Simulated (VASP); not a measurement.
# Hf (Im-3m) in VASP: a series of runs, part 2 of 2

VASP 6.6.1. The steps go on from the part before.

**3. Single point, PBEsol**

This run uses another cell than the first one, of 21.37 Å³/atom.

INCAR

```
  PREC = Accurate
  ENCUT = 500
  EDIFF = 1E-6
  ISMEAR = 0
  SIGMA = 0.1
  LREAL = False
  LASPH = True
  NELM = 120
  ALGO = Normal
  ISIF = 2
  LWAVE = False
  LCHARG = False
  GGA = PS
  NBANDS = 11
  GGA_COMPAT = False
```

KPOINTS

```
regular mesh
0
Gamma
  18 18 18
```

POSCAR

```
Hf
1.0
   -1.7481748149      1.7481748149      1.7481748149
    1.7481748149     -1.7481748149      1.7481748149
    1.7481748149      1.7481748149     -1.7481748149
Hf
1
Direct
    0.0000000000      0.0000000000      0.0000000000
```

Potentials or basis: VASP PAW PBE potentials, release 64 (Hf_pv).

Run with:

```console
$ cat potpaw_PBE.64/Hf_pv/POTCAR > POTCAR
$ mpirun -np 1 vasp_std > vasp.out
```

OUTCAR:

```text
PREC = Accurate
   ENCUT = 500
   EDIFF = 1E-6
   ISMEAR = 0
   LREAL = False
   LASPH = True
   NELM = 120
   ISIF = 2
   GGA = PS

 ion  position               nearest neighbor table
   1  0.000  0.000  0.000-

  LATTYP: Found a body centered cubic cell.
 ALAT       =     3.4963496298

  Lattice vectors:

 A1 = (  -1.7481748149,   1.7481748149,   1.7481748149)
 A2 = (   1.7481748149,  -1.7481748149,   1.7481748149)
 A3 = (   1.7481748149,   1.7481748149,  -1.7481748149)

Analysis of symmetry for initial positions (statically):
=====================================================================
 Subroutine PRICEL returns:
 Original cell was already a primitive cell.

 Routine SETGRP: Setting up the symmetry group for a
 body centered cubic supercell.

 Subroutine GETGRP returns: Found 48 space group operations
 (whereof 48 operations were pure point group operations)
 out of a pool of 48 trial point group operations.

The static configuration has the point symmetry O_h .

Analysis of symmetry for dynamics (positions and initial velocities):
=====================================================================
 Subroutine PRICEL returns:
 Original cell was already a primitive cell.

 Routine SETGRP: Setting up the symmetry group for a
 body centered cubic supercell.

 Subroutine GETGRP returns: Found 48 space group operations
 (whereof 48 operations were pure point group operations)
 out of a pool of 48 trial point group operations.

The dynamic configuration has the point symmetry O_h .

 Subroutine INISYM returns: Found 48 space group operations
 (whereof 48 operations are pure point group operations),
 and found     1 'primitive' translations

----------------------------------------------------------------------------------------

                                     Primitive cell

  volume of cell :      21.3705

  direct lattice vectors                    reciprocal lattice vectors
    -1.748174815  1.748174815  1.748174815     0.000000000  0.286012586  0.286012586
     1.748174815 -1.748174815  1.748174815     0.286012586  0.000000000  0.286012586
     1.748174815  1.748174815 -1.748174815     0.286012586  0.286012586  0.000000000

  length of vectors
     3.027927600  3.027927600  3.027927600     0.404482878  0.404482878  0.404482878

  position of ions in fractional coordinates (direct lattice)
     0.000000000  0.000000000  0.000000000

  ion indices of the primitive-cell ions
   primitive index   ion index
                 1           1

----------------------------------------------------------------------------------------

 KPOINTS: regular mesh

Automatic generation of k-mesh.
 Grid dimensions read from file:
 generate k-points for:   18   18   18

 Generating k-lattice:

  Cartesian coordinates                     Fractional coordinates (reciprocal lattice)
     0.000000000  0.015889588  0.015889588     0.055555556  0.000000000  0.000000000
     0.015889588  0.000000000  0.015889588     0.000000000  0.055555556  0.000000000
     0.015889588  0.015889588  0.000000000     0.000000000  0.000000000  0.055555556

  Length of vectors
     0.022471271  0.022471271  0.022471271

  Shift w.r.t. Gamma in fractional coordinates (k-lattice)
     0.000000000  0.000000000  0.000000000

 Subroutine IBZKPT returns following result:
 ===========================================

 Found    195 irreducible k-points:

 Following reciprocal coordinates:
            Coordinates               Weight
  0.000000  0.000000  0.000000      1.000000
  0.055556  0.000000  0.000000     12.000000
  0.111111  0.000000  0.000000     12.000000
  0.166667  0.000000  0.000000     12.000000
  0.222222  0.000000  0.000000     12.000000
  0.277778  0.000000  0.000000     12.000000
[... 16 lines left out ...]
  0.333333  0.111111 -0.000000     48.000000
  0.388889  0.111111 -0.000000     48.000000
 [... further k-points ...]
   k-points           NKPTS =    195   k-points in BZ     NKDIM =    195   number of bands    NBANDS=     11
   number of dos      NEDOS =    301   number of ions     NIONS =      1
   total plane-waves  NPLWV =  13824
   dimension x,y,z NGX =    24 NGY =   24 NGZ =   24
   dimension x,y,z NGXF=    48 NGYF=   48 NGZF=   48
   ions per type =               1
   NGX,Y,Z   is equivalent  to a cutoff of  13.18, 13.18, 13.18 a.u.
   NGXF,Y,Z  is equivalent  to a cutoff of  26.35, 26.35, 26.35 a.u.
 SYSTEM =  unknown system
   PREC   = accura    normal or accurate (medium, high low for compatibility)
   ISTART =      0    job   : 0-new  1-cont  2-samecut
   ICHARG =      2    charge: 1-file 2-atom 10-const
   ISPIN  =      1    spin polarized calculation?
   LNONCOLLINEAR =      F non collinear calculations
   LSORBIT =      F    spin-orbit coupling
   LASPH  =      T    aspherical Exc in radial PAW
   ENCUT  =  500.0 eV  36.75 Ry    6.06 a.u.   5.52  5.52  5.52*2*pi/ulx,y,z
   NELM   =    120;   NELMIN=  2; NELMDL= -5     # of ELM steps
   EDIFF  = 0.1E-05   stopping-criterion for ELM
   LREAL  =      F    real-space projection
   EDIFFG = 0.1E-04   stopping-criterion for IOM
   NSW    =      0    number of steps for IOM
   IBRION =     -1    ionic relax: 0-MD 1-quasi-New 2-CG
   NFREE  =      0    steps in history (QN), initial steepest desc. (CG)
   ISIF   =      2    stress and relaxation
   ISYM   =      2    0-nonsym 1-usesym 2-fastsym
   POTIM  = 0.5000    time-step for ionic-motion
   TEBEG  =    0.0;   TEEND  =   0.0 temperature during run
   PSTRESS=    0.0 pullay stress
   NELECT =      10.0000    total number of electrons
   NUPDOWN=      -1.0000    fix difference up-down
   EMIN   =  10.00;   EMAX   =-10.00  energy-range for DOS
   EFERMI =   0.00;   METHOD = LEGACY
   ISMEAR =     0;   SIGMA  =   0.10  broadening in eV -4-tet -1-fermi 0-gaus
   EFERMI_NEDOS =   21; number of points for ismear=-14 and -15
   IALGO  =     38    algorithm
   IMIX   =      4    mixing-type and parameters
     AMIX     =   0.40;   BMIX     =  1.00
     AMIX_MAG =   1.60;   BMIX_MAG =  1.00
  volume/ion in A,a.u.               =      21.37       144.22
  Fermi-wavevector in a.u.,A,eV,Ry     =   1.270974  2.401792 21.978507  1.615375
  Thomas-Fermi vector in A             =   2.403932
   LORBIT       =      0    0 simple, 1 ext, 2 COOP (PROOUT), +10 PAW based schemes
   GGA     = PS    functional components
   LHFCALC =     F    Hartree Fock is set to
   AEXX    =    0.0000 exact exchange contribution
   IVDW    =     0    specifies the selected vdW correction
   LEPSILON=     F    determine dielectric tensor
   LRPA    =     F    only Hartree local field effects (RPA)
 non-spin polarized calculation
 Gauss-broadening in eV      SIGMA  =   0.10
  energy-cutoff  :      500.00
  volume of cell :       21.37
 maximum number of plane-waves:       559
 NGX is ok and might be reduce to    24
   NGX = 11   NGY = 11   NGZ = 11

 number of electron      10.0000000 magnetization

 number of electron       9.9999998 magnetization

 Free energy of the ion-electron system (eV)
  ---------------------------------------------------
  ext. energy  EPLUGINS =         0.00000000
  ---------------------------------------------------
  free energy    TOTEN  =       -10.33798549 eV

  energy without entropy =      -10.32847354  energy(sigma->0) =      -10.33322951

 E-fermi :   4.7191     XC(G=0): -11.6013

 val. band max:        4.7114130142   @ k =   0.3333   0.1667   0.1667
 cond. band min:       4.7307013680   @ k =   0.2778   0.2222   0.0000
 fundamental gap:      0.0192883538
 Fermi energy:         4.7190969801

 k-point     1 :       0.0000    0.0000    0.0000
  band No.  band energies     occupation
      1     -24.8747      2.00000
      2     -24.8747      2.00000
      3     -24.8747      2.00000
      4      -2.4641      2.00000
      5       6.2709      0.00000
      6       6.2709      0.00000
      7       6.2709      0.00000
      8       9.2002      0.00000
      9       9.2002      0.00000
     10      18.2675      0.00000
     11      18.2675      0.00000

 k-point     2 :       0.0556    0.0000    0.0000
  band No.  band energies     occupation
      1     -24.9060      2.00000
      2     -24.8843      2.00000
      3     -24.8748      2.00000
      4      -2.3426      2.00000
      5       6.1839      0.00000
      6       6.2394      0.00000
      7       6.3905      0.00000
      8       9.0526      0.00000
      9       9.1978      0.00000
     10      18.1659      0.00000
     11      18.3877      0.00000
[... 295 lines left out ...]
 k-point    24 :       0.3889    0.1111   -0.0000
  band No.  band energies     occupation
      1     -25.7743      2.00000
      2     -25.2096      2.00000
      3     -24.9223      2.00000
      4       1.5197      2.00000
      5       4.2121      2.00000
      6       5.3931      0.00000
      7       8.9106      0.00000
      8      10.1561      0.00000
      9      12.6917      0.00000
     10      15.2114      0.00000
     11      16.4691      0.00000

 [... further k-points ...]
[... 5 lines left out ...]
  --------------------------------------------------------------------------------------
  -------------------------------------------------------------------------------------
  Total       -0.1002950     -0.1002950     -0.1002950     -0.0000000      0.0000000     -0.0000000
  in kB       -7.5192659     -7.5192659     -7.5192659     -0.0000000      0.0000000     -0.0000000
  external PRESSURE =      -7.5192659 kB  Pullay stress =       0.0000000 kB

 VOLUME and BASIS-vectors are now :
 -----------------------------------------------------------------------------
  energy-cutoff  :      500.00
  volume of cell :       21.37
      direct lattice vectors                 reciprocal lattice vectors
    -1.748174815  1.748174815  1.748174815     0.000000000  0.286012586  0.286012586
     1.748174815 -1.748174815  1.748174815     0.286012586  0.000000000  0.286012586
     1.748174815  1.748174815 -1.748174815     0.286012586  0.286012586  0.000000000

 POSITION                                       TOTAL-FORCE (eV/Angst)
 -----------------------------------------------------------------------------------
      0.00000      0.00000      0.00000        -0.000000     -0.000000     -0.000000
 -----------------------------------------------------------------------------------
    total drift:                                0.000000      0.000000     -0.000000

  FREE ENERGIE OF THE ION-ELECTRON SYSTEM (eV)
  ---------------------------------------------------
  free  energy   TOTEN  =       -10.3379854868 eV

  energy  without entropy=      -10.3284735405  energy(sigma->0) =      -10.33322951
```

stdout:

```text
POSCAR found type information on POSCAR Hf
 POSCAR found :  1 types and       1 ions
 scaLAPACK will be used
 -----------------------------------------------------------------------------
|                                                                             |
|                                                                             |
|     You enforced a specific xc type in the INCAR file but a different       |
|     I HOPE YOU KNOW WHAT YOU ARE DOING!                                     |
|                                                                             |
 -----------------------------------------------------------------------------

 LDA part: xc-table for (Slater+PW92), standard interpolation
 POSCAR, INCAR and KPOINTS ok, starting setup
 FFT: planning ... GRIDC
 FFT: planning ... GRID_SOFT
 FFT: planning ... GRID
 WAVECAR not read
 entering main loop
```

Run time: 21 s. Hardware: 1 thread of Intel Xeon Platinum 8259CL at 2.50GHz (Skylake/Cascade Lake), shared host; peak memory 0.17 GiB.

Results:

* Free energy: -10.3380 eV
* Pressure: -0.8 GPa
* Band gap on the k mesh: zero (bands 5 and 6 overlap by 2.24 eV)

Levels at points of the mesh, in eV from the Fermi level:
| k point | band 3 | band 4 | band 5 | band 6 | band 7 | band 8 |
| --- | --- | --- | --- | --- | --- | --- |
| (0.00, 0.00, 0.00) | -29.59 | -7.18 | 1.55 | 1.55 | 1.55 | 4.48 |
| (0.50, 0.00, 0.00) | -29.60 | -3.52 | -0.58 | 1.28 | 4.33 | 5.38 |
| (0.50, 0.50, 0.50) | -30.26 | -2.76 | -2.76 | 7.14 | 7.14 | 7.14 |

Caveat: the PAW data sets were made with another functional, which shifts forces and pressure a little; spin-orbit coupling is left out, which moves the levels of the heavy elements.

**4. Single point, PBEsol**

This run uses another cell than the first one, of 21.37 Å³/atom.

INCAR

```
SYSTEM = Hf
PREC = Accurate
ENCUT = 500
EDIFF = 1E-6
ISMEAR = 0
SIGMA = 0.1
LREAL = .False.
LASPH = .True.
NELM = 120
ALGO = Normal
ISIF = 2
LWAVE = .False.
LCHARG = .False.
GGA = PS
NBANDS = 11
GGA_COMPAT = .False.
```

KPOINTS

```
regular mesh
0
Gamma
  18 18 18
  0 0 0
```

POSCAR is that of step 3.

Potentials or basis: VASP PAW PBE potentials, release 64 (Hf_pv).

Run with:

```console
$ cat potpaw_PBE.64/Hf_pv/POTCAR > POTCAR
$ mpirun -np 1 vasp_std > vasp.out
```

OUTCAR:

```text
SYSTEM = Hf
   PREC = Accurate
   ENCUT = 500
   EDIFF = 1E-6
   ISMEAR = 0
   LREAL = .False.
   LASPH = .True.
   NELM = 120
   ISIF = 2
   GGA = PS

 ion  position               nearest neighbor table
   1  0.000  0.000  0.000-

  LATTYP: Found a body centered cubic cell.
 ALAT       =     3.4963496298

  Lattice vectors:

 A1 = (  -1.7481748149,   1.7481748149,   1.7481748149)
 A2 = (   1.7481748149,  -1.7481748149,   1.7481748149)
 A3 = (   1.7481748149,   1.7481748149,  -1.7481748149)

Analysis of symmetry for initial positions (statically):
=====================================================================
 Subroutine PRICEL returns:
 Original cell was already a primitive cell.

 Routine SETGRP: Setting up the symmetry group for a
 body centered cubic supercell.

 Subroutine GETGRP returns: Found 48 space group operations
 (whereof 48 operations were pure point group operations)
 out of a pool of 48 trial point group operations.

The static configuration has the point symmetry O_h .

Analysis of symmetry for dynamics (positions and initial velocities):
[... 167 lines left out ...]
 k-point     1 :       0.0000    0.0000    0.0000
  band No.  band energies     occupation
      1     -24.8747      2.00000
      2     -24.8747      2.00000
      3     -24.8747      2.00000
      4      -2.4641      2.00000
      5       6.2709      0.00000
      6       6.2709      0.00000
      7       6.2709      0.00000
      8       9.2002      0.00000
      9       9.2002      0.00000
     10      18.2675      0.00000
     11      18.2675      0.00000
[... 309 lines left out ...]
 k-point    24 :       0.3889    0.1111   -0.0000
  band No.  band energies     occupation
      1     -25.7743      2.00000
      2     -25.2096      2.00000
      3     -24.9223      2.00000
      4       1.5197      2.00000
      5       4.2121      2.00000
      6       5.3931      0.00000
      7       8.9106      0.00000
      8      10.1561      0.00000
      9      12.6917      0.00000
     10      15.2114      0.00000
     11      16.4691      0.00000

 [... further k-points ...]

------------------------ aborting loop because EDIFF is reached ----------------------------------------

  FORCE on cell =-STRESS in cart. coord.  units (eV):
  Direction    XX          YY          ZZ          XY          YZ          ZX
  --------------------------------------------------------------------------------------
  -------------------------------------------------------------------------------------
  Total       -0.1002950     -0.1002950     -0.1002950     -0.0000000      0.0000000     -0.0000000
  in kB       -7.5192659     -7.5192659     -7.5192659     -0.0000000      0.0000000     -0.0000000
  external PRESSURE =      -7.5192659 kB  Pullay stress =       0.0000000 kB

 VOLUME and BASIS-vectors are now :
 -----------------------------------------------------------------------------
  energy-cutoff  :      500.00
  volume of cell :       21.37
      direct lattice vectors                 reciprocal lattice vectors
    -1.748174815  1.748174815  1.748174815     0.000000000  0.286012586  0.286012586
     1.748174815 -1.748174815  1.748174815     0.286012586  0.000000000  0.286012586
     1.748174815  1.748174815 -1.748174815     0.286012586  0.286012586  0.000000000

 POSITION                                       TOTAL-FORCE (eV/Angst)
 -----------------------------------------------------------------------------------
      0.00000      0.00000      0.00000        -0.000000     -0.000000     -0.000000
 -----------------------------------------------------------------------------------
    total drift:                                0.000000      0.000000     -0.000000

  FREE ENERGIE OF THE ION-ELECTRON SYSTEM (eV)
  ---------------------------------------------------
  free  energy   TOTEN  =       -10.3379854868 eV

  energy  without entropy=      -10.3284735405  energy(sigma->0) =      -10.33322951
```

Run time: 20 s. Hardware: 1 thread of Intel Xeon Platinum 8259CL at 2.50GHz (Skylake/Cascade Lake), shared host; peak memory 0.17 GiB.

Results:

- Free energy: -10.3380 eV
- Pressure: -0.8 GPa
- Band gap on the k mesh: zero (bands 5 and 6 overlap by 2.24 eV)

Caveat: the PAW data sets were made with another functional, which shifts forces and pressure a little; spin-orbit coupling is left out, which moves the levels of the heavy elements.

The gap in the log of VASP goes by the Fermi energy; the results here count the filled bands.